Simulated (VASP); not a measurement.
Wanted: the native input for a VASP 6.6.1 run.

| Item | Value |
| --- | --- |
| Task | single point |
| Functional | r2SCAN |
| Potentials or basis | VASP PAW PBE potentials, release 64 (Ge_d) |
| Cutoff | 520 eV |
| k mesh | 24 × 24 × 22 |
| Occupations | gaussian, width 0.15 eV |
| Spin | no spin polarisation |
| Dipole correction | no |
| Further INCAR settings | ALGO = Normal; EDIFF = 1e-06; NBANDS = 13 |

The system is Ge.

```xyz
1
Lattice="1.3868 -2.5505 0.0000 1.3868 2.5505 0.0000 0.0000 0.0000 2.6462" Properties=species:S:1:pos:R:3 pbc="T T T"
Ge    1.3868    0.0000    0.0000
```

One way to write it, as run:

POSCAR

```
Ge
1.0
    1.3867709386     -2.5504887059      0.0000000000
    1.3867709386      2.5504887059      0.0000000000
    0.0000000000      0.0000000000      2.6462165275
Ge
1
Direct
    0.5000000000      0.5000000000      0.0000000000
```

INCAR.step1

```
PREC = Accurate
ENCUT = 520
ISMEAR = 0
SIGMA = 0.15
LREAL = False
LASPH = True
NELM = 80
NBANDS = 13
GGA = PE
ALGO = Normal
EDIFF = 1E-4
LWAVE = True
LCHARG = False
```

INCAR.step2

```
PREC = Accurate
ENCUT = 520
EDIFF = 1E-6
ISMEAR = 0
SIGMA = 0.15
LREAL = False
LASPH = True
NELM = 80
ALGO = Normal
ISIF = 2
LWAVE = False
LCHARG = False
METAGGA = R2SCAN
LMIXTAU = True
NBANDS = 13
ISTART = 1
```

KPOINTS

```
regular mesh
0
Gamma
  24 24 22
```

Potentials or basis: VASP PAW PBE potentials, release 64 (Ge_d).

Launch:

```bash
$ cat potpaw_PBE.64/Ge_d/POTCAR > POTCAR
$ cp INCAR.step1 INCAR
$ mpirun -np 1 vasp_std > vasp.out
$ cp INCAR.step2 INCAR
$ mpirun -np 1 vasp_std > vasp.out
```

It gave:

```yaml
Pressure: -0.2 GPa
Band_gap_on_the_k_mesh: zero (bands 7 and 8 overlap by 11.16 eV)
```

Caveat: the PAW data sets were made with another functional, which shifts forces and pressure a little.

It took 10 min on 1 thread of AMD EPYC 9R45 96-Core Processor (Zen 5) (shared host), peak memory 0.46 GiB.
